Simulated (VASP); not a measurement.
**Ni: single point with PBEsol**

Crystal: Ni.

```
Ni
1.0
     2.44802    0.00000    0.00000
    -1.22401    2.12005    0.00000
     0.00000    0.00000    4.07281
Ni
2
Direct
  0.33333 0.66667 0.25000
  0.66667 0.33333 0.75000
```

This isn't the form of Ni at room conditions, which is fcc.

```
Program             : VASP 6.6.1
Task                : single point
Functional          : PBEsol
Potentials or basis : VASP PAW PBE potentials, release 64 (Ni)
Cutoff              : 520 eV
k mesh              : 15 × 15 × 8
Occupations         : fermi-dirac, width 0.1 eV
Spin                : collinear spin, ferromagnetic start
Starting moments    : [2.0, 2.0] μB
```

- Pressure: -2.9 GPa
- Net moment: 1.25 μB per cell
- Site moments: Ni +0.63 μB
- Valence electrons inside the program's atomic spheres: Ni 9.37

Stress tensor (GPa, compression positive):
```
-1.62  0.00  0.00
 0.00 -1.62  0.00
 0.00  0.00 -5.49
```

Levels at points of the mesh, in eV from the Fermi level:
Spin up:
| k point | band 8 | band 9 | band 10 | band 11 | band 12 | band 13 | band 14 | band 15 |
| --- | --- | --- | --- | --- | --- | --- | --- | --- |
| (0.00, 0.00, 0.00) | -1.64 | -1.64 | -0.70 | -0.70 | -0.60 | 5.58 | 23.04 | 25.25 |
| (0.00, 0.00, 0.50) | -2.43 | -1.00 | -1.00 | -1.00 | -1.00 | 14.18 | 14.18 | 23.76 |
Spin down:
```csv
k point,band 5,band 6,band 7,band 8,band 9,band 10,band 11,band 12,band 13,band 14
"(0.00, 0.00, 0.00)",-1.74,-1.46,-1.46,-0.97,-0.97,-0.63,0.01,0.01,5.99,22.95
"(0.00, 0.00, 0.50)",-1.77,-1.77,-1.77,-1.77,-0.30,-0.30,-0.30,-0.30,14.34,14.34
```

It took 2.9 min on 1 thread of Intel Xeon 8259CL (shared host), peak memory 0.2 GiB.

Caveat: the PAW data sets were made with another functional, which shifts forces and pressure a little.
